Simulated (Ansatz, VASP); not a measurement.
## One calculation of AlGa3N2, two programs

Contents of INCAR:

```
PREC = Accurate ; ENCUT = 520
EDIFF = 1E-7 ; ISMEAR = 0
SIGMA = 0.1 ; LREAL = F
LASPH = T ; NELM = 60
ALGO = Normal ; ISIF = 2
LWAVE = F ; LCHARG = F
GGA = PE ; NBANDS = 35
```

The input KPOINTS:

```
Automatic mesh
0
Gamma
  6 6 2
```

File POSCAR:

```
AlGa3N2
1.0
    3.1599091300      0.0000000000      0.0000000000
    0.0000000000      3.1599091300      0.0000000000
    0.0000000000      0.0000000000     10.5629680300
Al Ga N
1 3 2
Direct
    0.5000000000      0.5000000000      0.5000000000
    0.0000000000      0.0000000000      0.0000000000
    0.0000000000      0.0000000000      0.7145522800
    0.0000000000      0.0000000000      0.2854477200
    0.5000000000      0.5000000000      0.8473602500
    0.5000000000      0.5000000000      0.1526397500
```

Input for Ansatz:

```yaml
crystal:
  lattice:
    - [3.15990913, 0.0, 0.0]
    - [0.0, 3.15990913, 0.0]
    - [0.0, 0.0, 10.56296803]
  atoms:
    - { symbol: Al, position: [0.5, 0.5, 0.5] }
    - { symbol: Ga, position: [0.0, 0.0, 0.0] }
    - { symbol: Ga, position: [0.0, 0.0, 0.71455228] }
    - { symbol: Ga, position: [0.0, 0.0, 0.28544772] }
    - { symbol: "N", position: [0.5, 0.5, 0.84736025] }
    - { symbol: "N", position: [0.5, 0.5, 0.15263975] }
basis:
  ecutwfc: 420
kpoints:
  mp_grid: { grid: [6, 6, 2] }
hamiltonian:
  xc: pbe
scf:
  occupations: { method: gaussian, width: 0.1 }
  lower_state_search: "off"
output:
  forces: true
  stress: true
  eigenvalues: true
```

Change from the starting cell: species swapped into the MgSc3Ru2 type (P4/mmm, No. 123).

Alike in both runs: task single point; functional PBE; k mesh 6 × 6 × 2; occupations gaussian, width 0.1 eV; no spin polarisation.

|  | VASP | Ansatz |
| --- | --- | --- |
| version | VASP 6.6.1 | Ansatz 0.2.0 |
| potentials or method | VASP PAW PBE potentials, release 64 (Al, Ga_d, N), cutoff 520 eV | scalar-relativistic, plane waves, PAW |
| valence electrons in the cell | 52 | 52 |

Ansatz gave:

```
gap on the k mesh at the Fermi level (eV)                     : none
pressure (GPa)                                                : -15.8
traceless stress, the component that is largest in VASP (GPa) : -0.08
rms of the force components (eV/Å)                            : 0.416
```

Question: Which values does VASP return?

Answer: gap on the k mesh at the Fermi level (eV): none; pressure (GPa): -15.7; traceless stress, the component that is largest in VASP (GPa): -0.07; rms of the force components (eV/Å): 0.413.

Atom by atom the forces differ by 0.003 eV/Å (rms over components). A gap of «none» marks a metal or a gap that the smearing closes. The functional is the same, so the differences come from potentials, cutoffs and numerics.
